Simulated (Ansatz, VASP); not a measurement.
One calculation of Ge, two programs

File POSCAR:

```
Ge
1.0
    0.0000000000      2.8661367691      2.8661367691
    2.8661367691      0.0000000000      2.8661367691
    2.8661367691      2.8661367691      0.0000000000
Ge
2
Direct
    0.7500000000      0.7500000000      0.7500000000
    0.5000000000      0.5000000000      0.5000000000
```

File INCAR.step1:

```
PREC     = Accurate       # precision mode
ENCUT    = 520            # plane-wave cutoff, eV
EDIFF    = 1E-5           # SCF threshold, eV
ISMEAR   = -1             # smearing method
SIGMA    = 0.05           # smearing width, eV
LREAL    = F              # projectors in reciprocal space
LASPH    = T              # aspherical terms in the spheres
NELM     = 100            # most SCF steps
ALGO     = Normal         # electronic algorithm
ISIF     = 2              # what is computed and relaxed
LWAVE    = T              # write WAVECAR
LCHARG   = F              # write CHGCAR
NBANDS   = 21             # bands
GGA      = PE             # functional
```

File INCAR.step2:

```
PREC     = Accurate       # precision mode
ENCUT    = 520            # plane-wave cutoff, eV
EDIFF    = 1E-6           # SCF threshold, eV
ISMEAR   = -1             # smearing method
SIGMA    = 0.05           # smearing width, eV
LREAL    = F              # projectors in reciprocal space
LASPH    = T              # aspherical terms in the spheres
NELM     = 100            # most SCF steps
ALGO     = Normal         # electronic algorithm
ISIF     = 2              # what is computed and relaxed
LWAVE    = F              # write WAVECAR
LCHARG   = F              # write CHGCAR
GGA      = B3             # functional
LHFCALC  = T              # exact exchange
AEXX     = 0.2            # exact-exchange fraction
AGGAX    = 0.72         
AGGAC    = 0.81         
ALDAC    = 0.19         
PRECFOCK = Normal       
NBANDS   = 21             # bands
ISTART   = 1
```

Contents of KPOINTS:

```
regular mesh
0
Gamma
  4 4 4
```

The input input.yaml:

```yaml
crystal:
  lattice:
    - [0.0, 2.8661367691, 2.8661367691]
    - [2.8661367691, 0.0, 2.8661367691]
    - [2.8661367691, 2.8661367691, 0.0]
  atoms:
    - { symbol: Ge, position: [0.75, 0.75, 0.75] }
    - { symbol: Ge, position: [0.5, 0.5, 0.5] }
hamiltonian:
  xc: b3lyp
  pseudopotentials: { kind: paw }
kpoints:
  mp_grid: { grid: [4, 4, 4] }
scf:
  occupations: { method: fermi_dirac, width: 0.05 }
output:
  forces: true
  stress: true
  eigenvalues: true
```

Alike in both runs: task single point; functional B3LYP; k mesh 4 × 4 × 4; occupations fermi-dirac, width 0.05 eV; no spin polarisation.

|  | VASP | Ansatz |
| --- | --- | --- |
| version | VASP 6.6.1 | Ansatz 0.2.0 |
| potentials or method | VASP PAW PBE potentials, release 64 (Ge_d) | Ansatz PAW |
| plane-wave cutoff (eV) | 520 | 420 |
| valence electrons in the cell | 28 | 28 |

|  | VASP | Ansatz | Ansatz less VASP |
| --- | --- | --- | --- |
| gap on the k mesh at the Fermi level (eV) | 0.71 | 0.62 | -0.089 |
| least direct gap on the mesh (eV) | 0.71 | 0.62 | -0.089 |
| pressure (GPa) | 1.5 | 1.3 | -0.16 |

VASP's potentials were made for PBE, not for B3LYP.

The k mesh is coarse, so the values compare programs but aren't converged.
